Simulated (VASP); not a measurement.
# TiO2 (Anatase) (I4_1/amd) in VASP: further runs, part 2 of 2

VASP 6.6.1. Earlier steps stand in the parts before.

### Step 3. Electric field gradients, LDA

Contents of INCAR:

```
SYSTEM = TiO2
PREC = Accurate
ENCUT = 520
EDIFF = 1E-8
ISMEAR = -1
SIGMA = 0.02
LREAL = .FALSE.
LASPH = .TRUE.
NELM = 80
ALGO = Normal
ISIF = 2
LWAVE = .FALSE.
LCHARG = .FALSE.
LEFG = .TRUE.
NBANDS = 33
```

Contents of KPOINTS:

```
Automatic mesh
0
G
  11 11 11
  0 0 0
```

Contents of POSCAR:

```
TiO2
1.0
   -1.8921000000      1.8921000000      4.7573000000
    1.8921000000     -1.8921000000      4.7573000000
    1.8921000000      1.8921000000     -4.7573000000
Ti O
2 4
Direct
    0.0000000000      0.0000000000      0.0000000000
    0.7500000000      0.2500000000      0.5000000000
    0.2087869428      0.2087869428      0.0000000000
    0.9587869428      0.4587869428      0.5000000000
    0.5412130572      0.0412130572      0.5000000000
    0.7912130572      0.7912130572      0.0000000000
```

Potentials or basis: VASP PAW LDA potentials, release 64 (Ti_sv, O).

The run is started by

```
$ cat potpaw_LDA.64/Ti_sv/POTCAR potpaw_LDA.64/O/POTCAR > POTCAR
$ mpirun -np 1 vasp_std > vasp.out
```

OUTCAR:

```text
SYSTEM = TiO2
   PREC = Accurate
   ENCUT = 520
   EDIFF = 1E-8
   ISMEAR = -1
   LREAL = .FALSE.
   LASPH = .TRUE.
   NELM = 80
   ISIF = 2

 ion  position               nearest neighbor table
   1  0.000  0.000  0.000-   5 1.93   4 1.93   5 1.93   4 1.93   3 1.99   6 1.99
   2  0.750  0.250  0.500-   6 1.93   3 1.93   6 1.93   3 1.93   4 1.99   5 1.99
   3  0.209  0.209  0.000-   2 1.93   2 1.93   1 1.99
   4  0.959  0.459  0.500-   1 1.93   1 1.93   2 1.99
   5  0.541  0.041  0.500-   1 1.93   1 1.93   2 1.99
   6  0.791  0.791  0.000-   2 1.93   2 1.93   1 1.99

  LATTYP: Found a body centered tetragonal cell.
 ALAT       =     3.7842000000
 C/A-ratio  =     2.5142962846

  Lattice vectors:

 A1 = (  -1.8921000000,   1.8921000000,   4.7573000000)
 A2 = (   1.8921000000,  -1.8921000000,   4.7573000000)
 A3 = (   1.8921000000,   1.8921000000,  -4.7573000000)

Analysis of symmetry for initial positions (statically):
=====================================================================
 Subroutine PRICEL returns:
 Original cell was already a primitive cell.

 Routine SETGRP: Setting up the symmetry group for a
 body centered tetragonal supercell.

 Subroutine GETGRP returns: Found 16 space group operations
 (whereof  8 operations were pure point group operations)
 out of a pool of 16 trial point group operations.

The static configuration has the point symmetry D_2d.
 The point group associated with its full space group is D_4h.

Analysis of symmetry for dynamics (positions and initial velocities):
=====================================================================
 Subroutine PRICEL returns:
 Original cell was already a primitive cell.

 Routine SETGRP: Setting up the symmetry group for a
 body centered tetragonal supercell.

 Subroutine GETGRP returns: Found 16 space group operations
 (whereof  8 operations were pure point group operations)
 out of a pool of 16 trial point group operations.

The dynamic configuration has the point symmetry D_2d.
 The point group associated with its full space group is D_4h.

 Subroutine INISYM returns: Found 16 space group operations
 (whereof  8 operations are pure point group operations),
 and found     1 'primitive' translations

----------------------------------------------------------------------------------------

                                     Primitive cell

  volume of cell :      68.1253

  direct lattice vectors                    reciprocal lattice vectors
    -1.892100000  1.892100000  4.757300000     0.000000000  0.264256646  0.105101633
     1.892100000 -1.892100000  4.757300000     0.264256646  0.000000000  0.105101633
     1.892100000  1.892100000 -4.757300000     0.264256646  0.264256646  0.000000000

  length of vectors
     5.458203744  5.458203744  5.458203744     0.284390450  0.284390450  0.373715333

  position of ions in fractional coordinates (direct lattice)
     0.000000000  0.000000000  0.000000000
     0.750000000  0.250000000  0.500000000
     0.208786943  0.208786943  0.000000000
[... 102 lines left out ...]
   IMIX   =      4    mixing-type and parameters
     AMIX     =   0.40;   BMIX     =  1.00
     AMIX_MAG =   1.60;   BMIX_MAG =  1.00
  volume/ion in A,a.u.               =      11.35        76.62
  Fermi-wavevector in a.u.,A,eV,Ry     =   1.456752  2.752862 28.873289  2.122127
  Thomas-Fermi vector in A             =   2.573634
   LORBIT       =      0    0 simple, 1 ext, 2 COOP (PROOUT), +10 PAW based schemes
   GGA     = CA    functional components
   LHFCALC =     F    Hartree Fock is set to
   AEXX    =    0.0000 exact exchange contribution
   IVDW    =     0    specifies the selected vdW correction
   LEPSILON=     F    determine dielectric tensor
   LRPA    =     F    only Hartree local field effects (RPA)
 non-spin polarized calculation
  energy-cutoff  :      520.00
  volume of cell :       68.13
 maximum number of plane-waves:      1849
 NGX is ok and might be reduce to    42
   NGX = 21   NGY = 21   NGZ = 21

 number of electron      47.9999989 magnetization

 Free energy of the ion-electron system (eV)
  ---------------------------------------------------
  ext. energy  EPLUGINS =         0.00000000
  ---------------------------------------------------
  free energy    TOTEN  =       -58.80530810 eV

  energy without entropy =      -58.80530810  energy(sigma->0) =      -58.80530810

 E-fermi :   3.5703     XC(G=0): -11.3470

 val. band max:        3.1168892513   @ k =  -0.4545   0.4545   0.0000
 cond. band min:       5.0827372357   @ k =   0.0000   0.0000   0.0000
 fundamental gap:      1.9658479844
 Fermi energy:         3.5702850099

 k-point     1 :       0.0000    0.0000    0.0000
  band No.  band energies     occupation
      1     -52.5781      2.00000
      2     -52.5131      2.00000
      3     -29.4553      2.00000
      4     -29.2068      2.00000
      5     -29.2068      2.00000
      6     -29.1316      2.00000
[... 853 lines left out ...]
     32       9.4244      0.00000
     33       9.6807      0.00000

 [... further k-points ...]
[... 5 lines left out ...]
  --------------------------------------------------------------------------------------
  -------------------------------------------------------------------------------------
  Total       -2.4863358     -2.4863358     -2.5652219      0.0000000      0.0000000      0.0000000
  in kB      -58.4738458    -58.4738458    -60.3290963      0.0000000      0.0000000      0.0000000
  external PRESSURE =     -59.0922626 kB  Pullay stress =       0.0000000 kB

 VOLUME and BASIS-vectors are now :
 -----------------------------------------------------------------------------
  energy-cutoff  :      520.00
  volume of cell :       68.13
      direct lattice vectors                 reciprocal lattice vectors
    -1.892100000  1.892100000  4.757300000     0.000000000  0.264256646  0.105101633
     1.892100000 -1.892100000  4.757300000     0.264256646  0.000000000  0.105101633
     1.892100000  1.892100000 -4.757300000     0.264256646  0.264256646  0.000000000

 POSITION                                       TOTAL-FORCE (eV/Angst)
 -----------------------------------------------------------------------------------
      0.00000      0.00000      0.00000        -0.000000     -0.000000      0.000000
      0.00000      1.89210      2.37865        -0.000000     -0.000000      0.000000
      0.00000      0.00000      1.98652         0.000000     -0.000000     -0.186662
      0.00000      1.89210      4.36517        -0.000000      0.000000     -0.186662
      0.00000      1.89210      0.39213        -0.000000      0.000000      0.186662
      0.00000      0.00000      7.52808         0.000000     -0.000000      0.186662
 -----------------------------------------------------------------------------------
    total drift:                               -0.000000     -0.000000     -0.000000

  FREE ENERGIE OF THE ION-ELECTRON SYSTEM (eV)
  ---------------------------------------------------
  free  energy   TOTEN  =       -58.8053080952 eV

  energy  without entropy=      -58.8053080952  energy(sigma->0) =      -58.80530810

 Electric field gradients (V/A^2)
---------------------------------------------------------------------
 ion       V_xx      V_yy      V_zz      V_xy      V_xz      V_yz
---------------------------------------------------------------------
   1      -6.757    -6.757    13.513    -0.001     0.000     0.000
   2      -6.757    -6.757    13.513    -0.001     0.000     0.000
   3      -7.885    13.189    -5.303     0.000    -0.001    -0.001
   4      13.189    -7.885    -5.303     0.000    -0.001    -0.001
   5      -7.885    13.189    -5.303     0.000    -0.001    -0.001
   6      13.189    -7.885    -5.303     0.000    -0.001    -0.001
---------------------------------------------------------------------

 Electric field gradients after diagonalization (V/A^2)
 (convention: |V_zz| > |V_xx| > |V_yy|)
----------------------------------------------------------------------
 ion       V_xx      V_yy      V_zz     asymmetry (V_yy - V_xx)/ V_zz
----------------------------------------------------------------------
   1      -6.757    -6.756    13.513       0.000
   2      -6.757    -6.756    13.513       0.000
   3      -7.885    -5.303    13.189       0.196
   4      -7.885    -5.303    13.189       0.196
   5      -7.885    -5.303    13.189       0.196
   6      -7.885    -5.303    13.189       0.196
----------------------------------------------------------------------

           NMR quadrupolar parameters

 Cq : quadrupolar parameter    Cq=e*Q*V_zz/h
 eta: asymmetry parameters     (V_yy - V_xx)/ V_zz
 Q  : nuclear electric quadrupole moment in mb (millibarn)
----------------------------------------------------------------------
 ion       Cq(MHz)       eta       Q (mb)
----------------------------------------------------------------------
   1       0.033       0.000       1.000
   2       0.033       0.000       1.000
   3       0.032       0.196       1.000
   4       0.032       0.196       1.000
   5       0.032       0.196       1.000
   6       0.032       0.196       1.000
----------------------------------------------------------------------
```

Run time: 16 min. Hardware: 1 thread of Oxide Virtual Turin-like, shared host; peak memory 0.33 GiB.

What came out:

```yaml
Free_energy: -58.8053 eV
Pressure: -5.9 GPa
Largest_force: 0.187 eV/Å
Band_gap_on_the_k_mesh: 1.97 eV, indirect (least direct gap 2.34 eV)
```

Forces in eV/Å, atoms in the order of the input:
```
Ti   0.000  0.000  0.000
Ti   0.000  0.000  0.000
O    0.000  0.000 -0.187
O    0.000  0.000 -0.187
O    0.000  0.000  0.187
O    0.000  0.000  0.187
```

Electric field gradients, principal values (V/Å²):
```
atom   least  middle  greatest (by size)
1 Ti  -6.756  -6.757              13.513
2 Ti  -6.756  -6.757              13.513
 3 O  -5.303  -7.885              13.189
 4 O  -5.303  -7.885              13.189
 5 O  -5.303  -7.885              13.189
 6 O  -5.303  -7.885              13.189
```

Caveat: without QUAD_EFG the Cq values of the log hold for a quadrupole moment of 1 mb, not for the nuclei.

### Step 4. Electric field gradients, PBEsol

Contents of INCAR:

```
PREC = Accurate
ENCUT = 520
EDIFF = 1E-8
ISMEAR = -1
SIGMA = 0.02
LREAL = F
LASPH = T
NELM = 60
ALGO = Normal
ISIF = 2
LWAVE = F
LCHARG = F
GGA = PS
LEFG = T
NBANDS = 33
```

Contents of KPOINTS:

```
regular mesh
0
Gamma
  11 11 11
```

POSCAR is that of step 3.

Potentials or basis: VASP PAW PBE potentials, release 64 (Ti_sv, O).

The run is started by

```
$ cat potpaw_PBE.64/Ti_sv/POTCAR potpaw_PBE.64/O/POTCAR > POTCAR
$ mpirun -np 1 vasp_std > vasp.out
```

OUTCAR:

```text
PREC = Accurate
   ENCUT = 520
   EDIFF = 1E-8
   ISMEAR = -1
   LREAL = F
   LASPH = T
   NELM = 60
   ISIF = 2
   GGA = PS

 ion  position               nearest neighbor table
   1  0.000  0.000  0.000-   5 1.93   4 1.93   5 1.93   4 1.93   3 1.99   6 1.99
   2  0.750  0.250  0.500-   6 1.93   3 1.93   6 1.93   3 1.93   4 1.99   5 1.99
   3  0.209  0.209  0.000-   2 1.93   2 1.93   1 1.99
   4  0.959  0.459  0.500-   1 1.93   1 1.93   2 1.99
   5  0.541  0.041  0.500-   1 1.93   1 1.93   2 1.99
   6  0.791  0.791  0.000-   2 1.93   2 1.93   1 1.99

  LATTYP: Found a body centered tetragonal cell.
 ALAT       =     3.7842000000
 C/A-ratio  =     2.5142962846

  Lattice vectors:

 A1 = (  -1.8921000000,   1.8921000000,   4.7573000000)
 A2 = (   1.8921000000,  -1.8921000000,   4.7573000000)
 A3 = (   1.8921000000,   1.8921000000,  -4.7573000000)

Analysis of symmetry for initial positions (statically):
=====================================================================
[... 1081 lines left out ...]
      0.00000      0.00000      7.52808         0.000000     -0.000000      0.087286
 -----------------------------------------------------------------------------------
    total drift:                               -0.000000     -0.000000     -0.000000

  FREE ENERGIE OF THE ION-ELECTRON SYSTEM (eV)
  ---------------------------------------------------
  free  energy   TOTEN  =       -56.2162859410 eV

  energy  without entropy=      -56.2162859410  energy(sigma->0) =      -56.21628594

 Electric field gradients (V/A^2)
---------------------------------------------------------------------
 ion       V_xx      V_yy      V_zz      V_xy      V_xz      V_yz
---------------------------------------------------------------------
   1      -6.196    -6.196    12.393    -0.001     0.000     0.000
   2      -6.196    -6.196    12.393    -0.001     0.000     0.000
   3     -10.426    15.336    -4.910     0.000    -0.001    -0.001
   4      15.336   -10.426    -4.910     0.000    -0.001    -0.001
   5     -10.426    15.336    -4.910     0.000    -0.001    -0.001
   6      15.336   -10.426    -4.910     0.000    -0.001    -0.001
---------------------------------------------------------------------

 Electric field gradients after diagonalization (V/A^2)
 (convention: |V_zz| > |V_xx| > |V_yy|)
----------------------------------------------------------------------
 ion       V_xx      V_yy      V_zz     asymmetry (V_yy - V_xx)/ V_zz
----------------------------------------------------------------------
   1      -6.197    -6.196    12.393       0.000
   2      -6.197    -6.196    12.393       0.000
   3     -10.426    -4.910    15.336       0.360
   4     -10.426    -4.910    15.336       0.360
   5     -10.426    -4.910    15.336       0.360
   6     -10.426    -4.910    15.336       0.360
----------------------------------------------------------------------

           NMR quadrupolar parameters

 Cq : quadrupolar parameter    Cq=e*Q*V_zz/h
 eta: asymmetry parameters     (V_yy - V_xx)/ V_zz
 Q  : nuclear electric quadrupole moment in mb (millibarn)
----------------------------------------------------------------------
 ion       Cq(MHz)       eta       Q (mb)
----------------------------------------------------------------------
   1       0.030       0.000       1.000
   2       0.030       0.000       1.000
   3       0.037       0.360       1.000
   4       0.037       0.360       1.000
   5       0.037       0.360       1.000
   6       0.037       0.360       1.000
----------------------------------------------------------------------
```

Wall time 14 min (1 thread of Oxide Virtual Turin-like, shared host); peak memory 0.36 GiB.

Results:

```
Free energy            : -56.2163 eV
Pressure               : -0.7 GPa
Largest force          : 0.087 eV/Å
Band gap on the k mesh : 2.03 eV, indirect (least direct gap 2.39 eV)
```

Forces on the atoms (eV/Å):
```
Ti   0.000  0.000  0.000
Ti   0.000  0.000  0.000
O    0.000  0.000 -0.087
O    0.000  0.000 -0.087
O    0.000  0.000  0.087
O    0.000  0.000  0.087
```

Levels at points of the mesh, in eV from the valence-band top:
```
           k point  band 21  band 22  band 23  band 24  band 25  band 26  band 27  band 28
(0.00, 0.00, 0.00)    -0.79    -0.79    -0.50    -0.50     2.03     2.79     3.91     3.91
```

Electric field gradients, principal values (V/Å²):
```tsv
atom	least	middle	greatest (by size)
1 Ti	-6.196	-6.197	12.393
2 Ti	-6.196	-6.197	12.393
3 O	-4.910	-10.426	15.336
4 O	-4.910	-10.426	15.336
5 O	-4.910	-10.426	15.336
6 O	-4.910	-10.426	15.336
```

Caveat: without QUAD_EFG the Cq values of the log hold for a quadrupole moment of 1 mb, not for the nuclei; the PAW data sets were made with another functional, which shifts forces and pressure a little. A k mesh can miss the band edges.
